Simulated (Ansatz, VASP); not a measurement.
One calculation of WC, two programs

INCAR

```
SYSTEM = WC
PREC = Accurate ; ENCUT = 520
EDIFF = 1E-6 ; ISMEAR = 0
SIGMA = 0.15 ; LREAL = .False.
LASPH = .True. ; NELM = 60
ALGO = Normal ; ISIF = 2
LWAVE = .False. ; LCHARG = .False.
GGA = PE ; NBANDS = 16
```

File KPOINTS:

```
Automatic mesh
0
Gamma
  24 24 22
  0 0 0
```

Contents of POSCAR:

```
WC
1.0
    2.9217716515      0.0000000000      0.0000000000
   -1.4608858258      2.5303284743      0.0000000000
    0.0000000000      0.0000000000      2.8470758817
W C
1 1
Direct
    0.0000000000      0.0000000000     -0.1053712695
    0.6666666667      0.3333333333      0.5000000000
```

Input for Ansatz:

```yaml
crystal:
  lattice:
    - [2.9217716515, 0.0, 0.0]
    - [-1.4608858258, 2.5303284743, 0.0]
    - [0.0, 0.0, 2.8470758817]
  atoms:
    - { symbol: W, position: [0.0, 0.0, -0.1053712695] }
    - { symbol: C, position: [0.6666666667, 0.3333333333, 0.5] }
basis:
  ecutwfc: 420
kpoints:
  mp_grid: { grid: [24, 24, 22] }
hamiltonian:
  xc: pbe
scf:
  occupations: { method: gaussian, width: 0.15 }
output:
  forces: true
  stress: true
  eigenvalues: true
```

Alike in both runs: task single point; functional PBE; k mesh 24 × 24 × 22; occupations gaussian, width 0.15 eV; no spin polarisation.

|  | VASP | Ansatz |
| --- | --- | --- |
| version | VASP 6.6.1 | Ansatz 0.2.0 |
| potentials or method | VASP PAW PBE potentials, release 64 (W_sv, C), cutoff 520 eV | scalar-relativistic, plane waves, PAW |
| valence electrons in the cell | 18 | 18 |

|  | VASP | Ansatz | Ansatz less VASP |
| --- | --- | --- | --- |
| gap on the k mesh at the Fermi level (eV) | none | none | - |
| pressure (GPa) | 20.3 | 19.1 | -1.22 |
| traceless stress, the component that is largest in VASP (GPa) | 1.13 | 1.05 | -0.077 |
| rms of the force components (eV/Å) | 2.680 | 2.658 | -0.0222 |

Atom by atom the forces differ by 0.022 eV/Å (rms over components). A gap of «none» marks a metal or a gap that the smearing closes. With one functional, cell and mesh, what is left measures potentials, basis and numerics.

Neither program's run includes spin-orbit coupling.
